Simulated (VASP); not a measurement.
# BaTiO3 in VASP: notebook, part 2 of 3

VASP 6.6.1. The steps go on from the part before.

### 3 Single point, PBE (equal xx and yy strain of +1 %)

INCAR reads:

```
PREC     = Accurate       # precision mode
ENCUT    = 520            # plane-wave cutoff, eV
EDIFF    = 1E-6           # SCF threshold, eV
ISMEAR   = -1             # smearing method
SIGMA    = 0.05           # smearing width, eV
LREAL    = F              # projectors in reciprocal space
LASPH    = T              # aspherical terms in the spheres
NELM     = 60             # most SCF steps
ALGO     = Normal         # electronic algorithm
ISIF     = 2              # what is computed and relaxed
LWAVE    = F              # write WAVECAR
LCHARG   = F              # write CHGCAR
GGA      = PE             # functional
NBANDS   = 28             # bands
```

KPOINTS reads:

```
Automatic mesh
0
Gamma
  9 9 9
```

POSCAR reads:

```
BaTiO3
1.0
    2.8559448391      1.6488805216      2.3177316080
   -2.8559448391      1.6488805216      2.3177316080
    0.0000000000     -3.2977610432      2.3177316080
Ba Ti O
1 1 3
Direct
    0.0000000000      0.0000000000      0.0000000000
    0.5140000000      0.5140000000      0.5140000000
    0.4916000000      0.4916000000      0.9815000000
    0.4916000000      0.9815000000      0.4916000000
    0.9815000000      0.4916000000      0.4916000000
```

Potentials or basis: VASP PAW PBE potentials, release 64 (Ba_sv, Ti_sv, O).

Launch:

```bash
cat potpaw_PBE.64/Ba_sv/POTCAR potpaw_PBE.64/Ti_sv/POTCAR potpaw_PBE.64/O/POTCAR > POTCAR
mpirun -np 1 vasp_std > vasp.out
```

OUTCAR:

```text
PREC = Accurate
   ENCUT = 520
   EDIFF = 1E-6
   ISMEAR = -1
   LREAL = F
   LASPH = T
   NELM = 60
   ISIF = 2
   GGA = PE

 ion  position               nearest neighbor table
   1  0.000  0.000  0.000-   3 2.80   4 2.80   5 2.80   5 2.86   4 2.86   4 2.86   5 2.86   3 2.86
                             3 2.86   3 2.89   4 2.89   5 2.89   2 3.38   2 3.46   2 3.46   2 3.46
   2  0.514  0.514  0.514-   3 1.89   4 1.89   5 1.89   3 2.15   4 2.15   5 2.15   1 3.38   1 3.46
                             1 3.46   1 3.46   1 3.53   1 3.53   1 3.53   1 3.57
   3  0.492  0.492  0.981-   2 1.89   2 2.15   1 2.80   1 2.86   1 2.86   1 2.89
   4  0.492  0.981  0.492-   2 1.89   2 2.15   1 2.80   1 2.86   1 2.86   1 2.89
   5  0.981  0.492  0.492-   2 1.89   2 2.15   1 2.80   1 2.86   1 2.86   1 2.89

  LATTYP: Found a trigonal (rhomboedric) cell.
 ALAT       =     4.0307701132
 COS(alpha) =    -0.0040458981

  Lattice vectors:

 A1 = (   2.8559448391,   1.6488805216,   2.3177316080)
 A2 = (  -2.8559448391,   1.6488805216,   2.3177316080)
 A3 = (   0.0000000000,  -3.2977610432,   2.3177316080)

Analysis of symmetry for initial positions (statically):
=====================================================================
 Subroutine PRICEL returns:
 Original cell was already a primitive cell.

 Routine SETGRP: Setting up the symmetry group for a
 trigonal (rhombohedral) supercell.

 Subroutine GETGRP returns: Found  6 space group operations
 (whereof  6 operations were pure point group operations)
 out of a pool of 12 trial point group operations.

The static configuration has the point symmetry C_3v.

Analysis of symmetry for dynamics (positions and initial velocities):
=====================================================================
 Subroutine PRICEL returns:
 Original cell was already a primitive cell.

 Routine SETGRP: Setting up the symmetry group for a
 trigonal (rhombohedral) supercell.

 Subroutine GETGRP returns: Found  6 space group operations
 (whereof  6 operations were pure point group operations)
 out of a pool of 12 trial point group operations.

The dynamic configuration has the point symmetry C_3v.

 Subroutine INISYM returns: Found  6 space group operations
 (whereof  6 operations are pure point group operations),
 and found     1 'primitive' translations

----------------------------------------------------------------------------------------

                                     Primitive cell

  volume of cell :      65.4867

  direct lattice vectors                    reciprocal lattice vectors
     2.855944839  1.648880522  2.317731608     0.175073409  0.101078680  0.143818780
    -2.855944839  1.648880522  2.317731608    -0.175073409  0.101078680  0.143818780
     0.000000000 -3.297761043  2.317731608     0.000000000 -0.202157360  0.143818780

  length of vectors
     4.030770113  4.030770113  4.030770113     0.248095626  0.248095626  0.248095626

  position of ions in fractional coordinates (direct lattice)
     0.000000000  0.000000000  0.000000000
     0.514000000  0.514000000  0.514000000
     0.491600000  0.491600000  0.981500000
     0.491600000  0.981500000  0.491600000
     0.981500000  0.491600000  0.491600000

[... 33 lines left out ...]

 Following reciprocal coordinates:
            Coordinates               Weight
  0.000000  0.000000  0.000000      1.000000
  0.111111 -0.000000  0.000000      6.000000
  0.222222  0.000000  0.000000      6.000000
  0.333333  0.000000 -0.000000      6.000000
  0.444444  0.000000  0.000000      6.000000
  0.111111  0.111111  0.000000      6.000000
[... 16 lines left out ...]
 -0.333333  0.333333  0.000000      6.000000
  0.444444  0.444444  0.000000      6.000000
 [... further k-points ...]
   k-points           NKPTS =     85   k-points in BZ     NKDIM =     85   number of bands    NBANDS=     28
   number of dos      NEDOS =    301   number of ions     NIONS =      5
   total plane-waves  NPLWV =  27000
   dimension x,y,z NGX =    30 NGY =   30 NGZ =   30
   dimension x,y,z NGXF=    60 NGYF=   60 NGZF=   60
   ions per type =               1   1   3
   NGX,Y,Z   is equivalent  to a cutoff of  12.37, 12.37, 12.37 a.u.
   NGXF,Y,Z  is equivalent  to a cutoff of  24.75, 24.75, 24.75 a.u.
 SYSTEM =  unknown system
   PREC   = accura    normal or accurate (medium, high low for compatibility)
   ISTART =      0    job   : 0-new  1-cont  2-samecut
   ICHARG =      2    charge: 1-file 2-atom 10-const
   ISPIN  =      1    spin polarized calculation?
   LNONCOLLINEAR =      F non collinear calculations
   LSORBIT =      F    spin-orbit coupling
   LASPH  =      T    aspherical Exc in radial PAW
   ENCUT  =  520.0 eV  38.22 Ry    6.18 a.u.   7.49  7.49  7.49*2*pi/ulx,y,z
   NELM   =     60;   NELMIN=  2; NELMDL= -5     # of ELM steps
   EDIFF  = 0.1E-05   stopping-criterion for ELM
   LREAL  =      F    real-space projection
   EDIFFG = 0.1E-04   stopping-criterion for IOM
   NSW    =      0    number of steps for IOM
   IBRION =     -1    ionic relax: 0-MD 1-quasi-New 2-CG
   NFREE  =      0    steps in history (QN), initial steepest desc. (CG)
   ISIF   =      2    stress and relaxation
   ISYM   =      2    0-nonsym 1-usesym 2-fastsym
   POTIM  = 0.5000    time-step for ionic-motion
   TEBEG  =    0.0;   TEEND  =   0.0 temperature during run
   PSTRESS=    0.0 pullay stress
   NELECT =      40.0000    total number of electrons
   NUPDOWN=      -1.0000    fix difference up-down
   EMIN   =  10.00;   EMAX   =-10.00  energy-range for DOS
   EFERMI =   0.00;   METHOD = LEGACY
   ISMEAR =    -1;   SIGMA  =   0.05  broadening in eV -4-tet -1-fermi 0-gaus
   EFERMI_NEDOS =   21; number of points for ismear=-14 and -15
   IALGO  =     38    algorithm
   IMIX   =      4    mixing-type and parameters
     AMIX     =   0.40;   BMIX     =  1.00
     AMIX_MAG =   1.60;   BMIX_MAG =  1.00
  volume/ion in A,a.u.               =      13.10        88.39
  Fermi-wavevector in a.u.,A,eV,Ry     =   1.389026  2.624878 26.250987  1.929393
  Thomas-Fermi vector in A             =   2.513096
   LORBIT       =      0    0 simple, 1 ext, 2 COOP (PROOUT), +10 PAW based schemes
   GGA     = PE    functional components
   LHFCALC =     F    Hartree Fock is set to
   AEXX    =    0.0000 exact exchange contribution
   IVDW    =     0    specifies the selected vdW correction
   LEPSILON=     F    determine dielectric tensor
   LRPA    =     F    only Hartree local field effects (RPA)
 non-spin polarized calculation
  energy-cutoff  :      520.00
  volume of cell :       65.49
 maximum number of plane-waves:      1785
 NGX is ok and might be reduce to    30
   NGX = 15   NGY = 15   NGZ = 15

 number of electron      40.0000008 magnetization

 Free energy of the ion-electron system (eV)
  ---------------------------------------------------
  ext. energy  EPLUGINS =         0.00000000
  ---------------------------------------------------
  free energy    TOTEN  =       -40.02874612 eV

  energy without entropy =      -40.02874612  energy(sigma->0) =      -40.02874612

 E-fermi :   4.7212     XC(G=0): -11.1314

 val. band max:        3.5973260600   @ k =   0.4444   0.4444   0.4444
 cond. band min:       5.9296147150   @ k =   0.0000   0.0000   0.0000
 fundamental gap:      2.3322886550
 Fermi energy:         4.7212308788

 k-point     1 :       0.0000    0.0000    0.0000
  band No.  band energies     occupation
      1     -52.7675      2.00000
      2     -29.0164      2.00000
      3     -29.0057      2.00000
      4     -29.0057      2.00000
      5     -21.2371      2.00000
      6     -13.1671      2.00000
[... 733 lines left out ...]
     27      11.6778      0.00000
     28      13.2443      0.00000

 [... further k-points ...]

------------------------ aborting loop because EDIFF is reached ----------------------------------------

  FORCE on cell =-STRESS in cart. coord.  units (eV):
  Direction    XX          YY          ZZ          XY          YZ          ZX
  --------------------------------------------------------------------------------------
  -------------------------------------------------------------------------------------
  Total        1.0172393      1.0172393      1.8942150      0.0000000      0.0000000      0.0000000
  in kB       24.8874442     24.8874442     46.3432479      0.0000000      0.0000000      0.0000000
  external PRESSURE =      32.0393788 kB  Pullay stress =       0.0000000 kB

 VOLUME and BASIS-vectors are now :
 -----------------------------------------------------------------------------
  energy-cutoff  :      520.00
  volume of cell :       65.49
      direct lattice vectors                 reciprocal lattice vectors
     2.855944839  1.648880522  2.317731608     0.175073409  0.101078680  0.143818780
    -2.855944839  1.648880522  2.317731608    -0.175073409  0.101078680  0.143818780
     0.000000000 -3.297761043  2.317731608     0.000000000 -0.202157360  0.143818780

 POSITION                                       TOTAL-FORCE (eV/Angst)
 -----------------------------------------------------------------------------------
      0.00000      0.00000      0.00000         0.000000      0.000000      0.083428
      0.00000      0.00000      3.57394         0.000000      0.000000      0.042206
      0.00000     -1.61557      4.55365         0.000000     -0.061885     -0.041878
     -1.39913      0.80779      4.55365        -0.053594      0.030942     -0.041878
      1.39913      0.80779      4.55365         0.053594      0.030942     -0.041878
 -----------------------------------------------------------------------------------
    total drift:                               -0.000000      0.000004     -0.000269

  FREE ENERGIE OF THE ION-ELECTRON SYSTEM (eV)
  ---------------------------------------------------
  free  energy   TOTEN  =       -40.0287461242 eV

  energy  without entropy=      -40.0287461241  energy(sigma->0) =      -40.02874612
```

Wall time 2 min (1 thread of Intel Xeon Platinum 8488C (Sapphire Rapids), shared host); peak memory 0.27 GiB.

Results:

```yaml
Free_energy: -40.0287 eV
Pressure: 3.2 GPa
Largest_force: 0.083 eV/Å
Band_gap_on_the_k_mesh: 2.33 eV (least direct gap 2.72 eV)
```

Forces in eV/Å, atoms in the order of the input:
```
Ba   0.000  0.000  0.083
Ti   0.000  0.000  0.042
O    0.000 -0.062 -0.042
O   -0.054  0.031 -0.042
O    0.054  0.031 -0.042
```

Stress tensor (GPa, compression positive):
```
2.49 0.00 0.00
0.00 2.49 0.00
0.00 0.00 4.63
```

Caveat: the cell differs from its parent crystal (equal xx and yy strain of +1 %); the cell stands under pressure; spin-orbit coupling is left out, which moves the levels of the heavy elements. A k mesh can miss the band edges.

[end of part 2 of 3]
